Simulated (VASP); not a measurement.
# NaI (Fm-3m) in VASP: elastic constants with PBEsol+D3(BJ)

Aim: the elastic constants of NaI with PBEsol+D3(BJ).

Everything below comes from runs of VASP 6.6.1. Logs are shortened: lines on timing, memory, paths and dates and some standing lists are left out, and cuts for length are marked.

## Step 1: The cell of the first run

Symmetry: Fm-3m, No. 225, cubic system. The conventional cell has a = 6.473 Å, b = 6.473 Å, c = 6.473 Å, α = 90.00°, β = 90.00°, γ = 90.00°. Na (site symmetry m-3m) has 6 I at 3.24 Å within 4.3 Å. I (site symmetry m-3m) has 6 Na at 3.24 Å within 4.3 Å.

## Step 2: Elastic constants, PBEsol+D3(BJ)

Contents of INCAR:

```
SYSTEM = NaI
  PREC = Accurate
  ENCUT = 600
  EDIFF = 1E-8
  ISMEAR = 0
  SIGMA = 0.01
  LREAL = .FALSE.
  LASPH = .TRUE.
  NELM = 80
  ALGO = Normal
  ISIF = 3
  LWAVE = .FALSE.
  LCHARG = .FALSE.
  GGA = PS
  IVDW = 12
  NBANDS = 14
  IBRION = 6
  NFREE = 2
  POTIM = 0.015
  NSW = 1
```

Contents of KPOINTS:

```
Automatic mesh
0
G
  6 6 6
  0 0 0
```

Contents of POSCAR:

```
NaI
1.0
    4.5769610000      0.0000000000      0.0000000000
    2.2884805000      3.9637644981      0.0000000000
    2.2884805000      1.3212548327      3.7370730075
Na I
1 1
Direct
    0.0000000000      0.0000000000      0.0000000000
    0.5000000000      0.5000000000      0.5000000000
```

Potentials or basis: VASP PAW PBE potentials, release 64 (Na_pv, I).

Started as:

```
$ cat potpaw_PBE.64/Na_pv/POTCAR potpaw_PBE.64/I/POTCAR > POTCAR
$ mpirun -np 1 vasp_std > vasp.out
```

OUTCAR:

```text
SYSTEM = NaI
   PREC = Accurate
   ENCUT = 600
   EDIFF = 1E-8
   ISMEAR = 0
   LREAL = .FALSE.
   LASPH = .TRUE.
   NELM = 80
   ISIF = 3
   GGA = PS
   IVDW = 12
   IBRION = 6
   NFREE = 2
   POTIM = 0.015
   NSW = 1
 IVDW          = 12

 ion  position               nearest neighbor table
   1  0.000  0.000  0.000-
   2  0.500  0.500  0.500-

  LATTYP: Found a face centered cubic cell.
 ALAT       =     6.4728003206

  Lattice vectors:

 A1 = (   4.5769610000,   0.0000000000,   0.0000000000)
 A2 = (   2.2884805000,   3.9637644981,   0.0000000000)
 A3 = (   2.2884805000,   1.3212548327,   3.7370730075)

Analysis of symmetry for initial positions (statically):
=====================================================================
 Subroutine PRICEL returns:
 Original cell was already a primitive cell.

 Routine SETGRP: Setting up the symmetry group for a
 face centered cubic supercell.

 Subroutine GETGRP returns: Found 48 space group operations
 (whereof 48 operations were pure point group operations)
 out of a pool of 48 trial point group operations.

The static configuration has the point symmetry O_h .

Analysis of symmetry for dynamics (positions and initial velocities):
=====================================================================
 Subroutine PRICEL returns:
 Original cell was already a primitive cell.

 Routine SETGRP: Setting up the symmetry group for a
 face centered cubic supercell.

 Subroutine GETGRP returns: Found 48 space group operations
 (whereof 48 operations were pure point group operations)
 out of a pool of 48 trial point group operations.

The dynamic configuration has the point symmetry O_h .

 Subroutine INISYM returns: Found 48 space group operations
 (whereof 48 operations are pure point group operations),
 and found     1 'primitive' translations

----------------------------------------------------------------------------------------

                                     Primitive cell

  volume of cell :      67.7980

  direct lattice vectors                    reciprocal lattice vectors
     4.576961000  0.000000000  0.000000000     0.218485585 -0.126142711 -0.089196366
     2.288480500  3.963764498  0.000000000     0.000000000  0.252285422 -0.089196366
     2.288480500  1.321254833  3.737073007     0.000000000  0.000000000  0.267589099

  length of vectors
     4.576961000  4.576961000  4.576961000     0.267589099  0.267589099  0.267589099

  position of ions in fractional coordinates (direct lattice)
     0.000000000  0.000000000  0.000000000
     0.500000000  0.500000000  0.500000000

  ion indices of the primitive-cell ions
   primitive index   ion index
                 1           1
                 2           2

----------------------------------------------------------------------------------------

 KPOINTS: Automatic mesh

Automatic generation of k-mesh.
 Grid dimensions read from file:
 generate k-points for:    6    6    6

 Generating k-lattice:

  Cartesian coordinates                     Fractional coordinates (reciprocal lattice)
     0.036414264 -0.021023785 -0.014866061     0.166666667  0.000000000  0.000000000
     0.000000000  0.042047570 -0.014866061     0.000000000  0.166666667 -0.000000000
     0.000000000  0.000000000  0.044598183     0.000000000  0.000000000  0.166666667

  Length of vectors
     0.044598183  0.044598183  0.044598183

  Shift w.r.t. Gamma in fractional coordinates (k-lattice)
     0.000000000  0.000000000  0.000000000

 Subroutine IBZKPT returns following result:
 ===========================================

 Found     16 irreducible k-points:
[... 71 lines left out ...]
  energy-cutoff  :      600.00
  volume of cell :       67.80
 maximum number of plane-waves:      2285
 NGX is ok and might be reduce to    40
   NGX = 19   NGY = 19   NGZ = 19

--------------------------------------- Ionic step        1  -------------------------------------------

 number of electron      13.9999994 magnetization

 Free energy of the ion-electron system (eV)
  ---------------------------------------------------
  ext. energy  EPLUGINS =         0.00000000
  ---------------------------------------------------
  free energy    TOTEN  =        -5.66677408 eV

  energy without entropy =       -5.66677408  energy(sigma->0) =       -5.66677408

------------------------ aborting loop because EDIFF is reached ----------------------------------------

 Edisp (eV)   -0.49012

 E8    (eV) :    -0.3357
[... 105 lines left out ...]
  FREE ENERGIE OF THE ION-ELECTRON SYSTEM (eV)
  ---------------------------------------------------
  free  energy   TOTEN  =        -6.1661685431 eV

  energy  without entropy=       -6.1661685431  energy(sigma->0) =       -6.16616854

[... ionic steps 4 to 14 ...]

--------------------------------------- Ionic step       15  -------------------------------------------

 number of electron      13.9999998 magnetization

------------------------ aborting loop because EDIFF is reached ----------------------------------------
[... 75 lines left out ...]
--------------------------------------- Ionic step       17  -------------------------------------------

 number of electron      13.9999994 magnetization

 Free energy of the ion-electron system (eV)
  ---------------------------------------------------
  ext. energy  EPLUGINS =         0.00000000
  ---------------------------------------------------
  free energy    TOTEN  =        -5.66667883 eV

  energy without entropy =       -5.66667883  energy(sigma->0) =       -5.66667883

 E-fermi :   0.8497     XC(G=0):  -7.8447

 val. band max:        0.7177030636   @ k =   0.0000   0.0000   0.0000
 cond. band min:       4.2236739631   @ k =   0.0000   0.0000   0.0000
 fundamental gap:      3.5059708995
 Fermi energy:         0.8497414503

 k-point     1 :       0.0000    0.0000    0.0000
  band No.  band energies     occupation
      1     -21.5278      2.00000
      2     -21.5278      2.00000
      3     -21.5278      2.00000
      4     -10.3391      2.00000
      5       0.7176      2.00000
      6       0.7177      2.00000
      7       0.7177      2.00000
      8       4.2237      0.00000
      9       8.5632      0.00000
     10       8.5633      0.00000
     11       8.5634      0.00000
     12      10.4343      0.00000
     13      10.4345      0.00000
     14      10.9539      0.00000
[... 377 lines left out ...]
      1     -21.5326      2.00000
      2     -21.5289      2.00000
      3     -21.5285      2.00000
      4     -10.0041      2.00000
      5      -1.2981      2.00000
      6       0.0348      2.00000
      7       0.3020      2.00000
      8       6.2495      0.00000
      9       7.3452      0.00000
     10       8.6767      0.00000
     11       8.8878      0.00000
     12      11.2963      0.00000
     13      12.3762      0.00000
     14      12.9397      0.00000

 [... further k-points ...]

------------------------ aborting loop because EDIFF is reached ----------------------------------------

 Edisp (eV)   -0.49012

 E8    (eV) :    -0.3357
[... 25 lines left out ...]
  FREE ENERGIE OF THE ION-ELECTRON SYSTEM (eV)
  ---------------------------------------------------
  free  energy   TOTEN  =        -6.1567970999 eV

  energy  without entropy=       -6.1567970999  energy(sigma->0) =       -6.15679710

 INTERNAL STRAIN TENSORS FROM STRAINED CELLS
 ============================================

 INTERNAL STRAIN TENSOR FOR ION    1 for displacements in x,y,z  (eV/Angst):
          X           Y           Z          XY          YZ          ZX
  --------------------------------------------------------------------------------
  x     0.00000    -0.00000    -0.00000    -0.00000     0.00000     0.00000
  y     0.00000    -0.00000     0.00000    -0.00000     0.00000    -0.00000
  z     0.00000     0.00000     0.00000     0.00000     0.00000     0.00000

 INTERNAL STRAIN TENSORS FROM DISPLACED ATOMS
 ============================================

 INTERNAL STRAIN TENSOR FOR ION    1 for displacements in x,y,z  (eV/Angst):
          X           Y           Z          XY          YZ          ZX
  --------------------------------------------------------------------------------
  x     0.00000     0.00000     0.00000     0.00000     0.00000     0.00000
  y     0.00000     0.00000     0.00000     0.00000     0.00000     0.00000
  z     0.00000     0.00000     0.00000     0.00000     0.00000     0.00000

 INTERNAL STRAIN TENSOR FOR ION    2 for displacements in x,y,z  (eV/Angst):
          X           Y           Z          XY          YZ          ZX
  --------------------------------------------------------------------------------
  x     0.00000     0.00000     0.00000     0.00000     0.00000     0.00000
  y     0.00000     0.00000     0.00000     0.00000     0.00000     0.00000
  z     0.00000     0.00000     0.00000     0.00000     0.00000     0.00000

 Eigenvectors and eigenvalues of the dynamical matrix
 ----------------------------------------------------

   1 f  =    3.237596 THz    20.342418 2PiTHz  107.994590 cm-1    13.389617 meV
             X         Y         Z           dx          dy          dz
      0.000000  0.000000  0.000000     0.919356    0.000000   -0.000000
      4.576961  2.642510  1.868537    -0.393427   -0.000000    0.000000
[... 21 lines left out ...]
   6 f/i=    0.006320 THz     0.039709 2PiTHz    0.210809 cm-1     0.026137 meV
             X         Y         Z           dx          dy          dz
      0.000000  0.000000  0.000000     0.024116   -0.392687   -0.000000
      4.576961  2.642510  1.868537     0.056354   -0.917627    0.000000

--------------------------------------------------------------------------------------------------------

 ELASTIC MODULI CONTR FROM IONIC RELAXATION (kBar)
 Direction    XX          YY          ZZ          XY          YZ          ZX
 --------------------------------------------------------------------------------
 XX           0.0000      0.0000      0.0000      0.0000      0.0000      0.0000
 YY           0.0000      0.0000      0.0000      0.0000      0.0000      0.0000
 ZZ           0.0000      0.0000      0.0000      0.0000      0.0000      0.0000
 XY           0.0000      0.0000      0.0000      0.0000      0.0000      0.0000
 YZ           0.0000      0.0000      0.0000      0.0000      0.0000      0.0000
 ZX           0.0000      0.0000      0.0000      0.0000      0.0000      0.0000
 --------------------------------------------------------------------------------

 TOTAL ELASTIC MODULI (kBar)
 Direction    XX          YY          ZZ          XY          YZ          ZX
 --------------------------------------------------------------------------------
 XX         245.5609     78.4274     94.8944     -0.0000    -23.2879      0.0000
 YY          78.4274    245.5609     94.8944      0.0000     23.2879      0.0000
 ZZ          94.8944     94.8944    229.0939      0.0000     -0.0000      0.0000
 XY           0.0000      0.0000      0.0000     83.5668      0.0000    -23.2879
 YZ         -23.2879     23.2879      0.0000      0.0000    100.0338      0.0000
 ZX           0.0000      0.0000      0.0000    -23.2879      0.0000    100.0338
 --------------------------------------------------------------------------------
```

It took 16 min on 1 thread of AMD EPYC 7R13 (Zen 3), shared host; peak memory 0.39 GiB.

What came out:

| Quantity | Value |
| --- | --- |
| Voigt bulk modulus | 14 GPa |
| Highest phonon frequency at Γ, LO-TO splitting left out | 108 cm⁻¹ |
| Dispersion energy per atom | -0.245 eV |

Phonon frequencies in cm⁻¹ (negative: imaginary):
```
              q point        frequencies
(0.000, 0.000, 0.000)  0 0 0 108 108 108
```

Elastic tensor in Voigt notation (GPa, in the Cartesian axes of the cell as first typed):
```
25  8  9 -2  0  0
 8 25  9  2  0  0
 9  9 23  0  0  0
-2  2  0 10  0  0
 0  0  0  0 10 -2
 0  0  0  0 -2  8
```

Clamped-ion elastic tensor (GPa):
```
25  8  9 -2  0  0
 8 25  9  2  0  0
 9  9 23  0  0  0
-2  2  0 10  0  0
 0  0  0  0 10 -2
 0  0  0  0 -2  8
```

Caveat: the cell is under stress, which shifts elastic constants; the PAW data sets were made with another functional, which shifts forces and pressure a little; spin-orbit coupling is left out, which moves the levels of the heavy elements.
